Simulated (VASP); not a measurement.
Set up this calculation in VASP 6.6.1, as the native input.

```
Task                   : electric field gradients
Functional             : LDA
Potentials or basis    : VASP PAW LDA potentials, release 64 (Zr_sv, B)
Cutoff                 : 520 eV
k mesh                 : 12 × 12 × 9
Occupations            : fermi-dirac, width 0.05 eV
Spin                   : no spin polarisation
Dipole correction      : no
Further INCAR settings : ALGO = Normal; EDIFF = 1e-08; NBANDS = 16
```

The structure of ZrB2 lies in POSCAR:

```
ZrB2
1.0
    3.1437575759      0.0000000000      0.0000000000
   -1.5718787880      2.7225739241      0.0000000000
    0.0000000000      0.0000000000      3.4963751271
Zr B
1 2
Direct
    0.0000000000      0.0000000000      0.0000000000
    0.3333333333      0.6666666667      0.5000000000
    0.6666666667      0.3333333333      0.5000000000
```

This cell differs from its parent crystal: volume scaled by 0.98.

The input as run:

INCAR

```
PREC     = Accurate       # precision mode
ENCUT    = 520            # plane-wave cutoff, eV
EDIFF    = 1E-8           # SCF threshold, eV
ISMEAR   = -1             # smearing method
SIGMA    = 0.05           # smearing width, eV
LREAL    = False          # projectors in reciprocal space
LASPH    = True           # aspherical terms in the spheres
NELM     = 60             # most SCF steps
ALGO     = Normal         # electronic algorithm
ISIF     = 2              # what is computed and relaxed
LWAVE    = False          # write WAVECAR
LCHARG   = False          # write CHGCAR
LEFG     = True         
NBANDS   = 16             # bands
```

KPOINTS

```
Automatic mesh
0
Gamma
  12 12 9
```

Potentials or basis: VASP PAW LDA potentials, release 64 (Zr_sv, B).

Command:

```sh
$ cat potpaw_LDA.64/Zr_sv/POTCAR potpaw_LDA.64/B/POTCAR > POTCAR
$ mpirun -np 1 vasp_std > vasp.out
```

It gave:

- Pressure: -1.9 GPa
- Band gap on the k mesh: zero (band 9 reaches 11.52 eV, above the bottom of band 10 at 10.23 eV)

Caveat: without QUAD_EFG the Cq values of the log hold for a quadrupole moment of 1 mb, not for the nuclei.

Wall time 30 s on 1 thread of Intel(R) Xeon(R) Platinum 8259CL CPU @ 2.50GHz (Skylake/Cascade Lake) (shared host), peak memory 0.16 GiB.
